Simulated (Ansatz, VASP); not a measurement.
**One calculation of Cu, two programs**

```
Cu
1.0
     2.51857    0.00000    0.00000
    -1.25929    2.18115    0.00000
     0.00000    0.00000    4.12439
Cu
2
Direct
  0.33333 0.66667 0.25000
  0.66667 0.33333 0.75000
```

Alike in both runs: functional PBEsol; k mesh 14 × 14 × 8; occupations fermi-dirac, width 0.1 eV; no spin polarisation.

Ansatz relaxed the structure, and its values are those at the end. VASP's run is a single point on that final structure, the one shown.

|  | VASP | Ansatz |
| --- | --- | --- |
| version | VASP 6.6.1 | Ansatz 0.2.0 |
| potentials or method | VASP PAW PBE potentials, release 64 (Cu), cutoff 520 eV | plane waves (420 eV) with PAW, scalar-relativistic |
| valence electrons in the cell | 22 | 38 |

```tsv
	VASP	Ansatz	Ansatz less VASP
pressure (GPa)	0.7	0.0	-0.70
```

VASP's potentials were made for PBE, not for PBEsol, and Ansatz warns of the same on its side. With one functional, cell and mesh, what is left measures potentials, basis and numerics. VASP's potentials hold 22 valence electrons a cell and Ansatz's 38, so a difference there can come from the potentials and not from the codes.
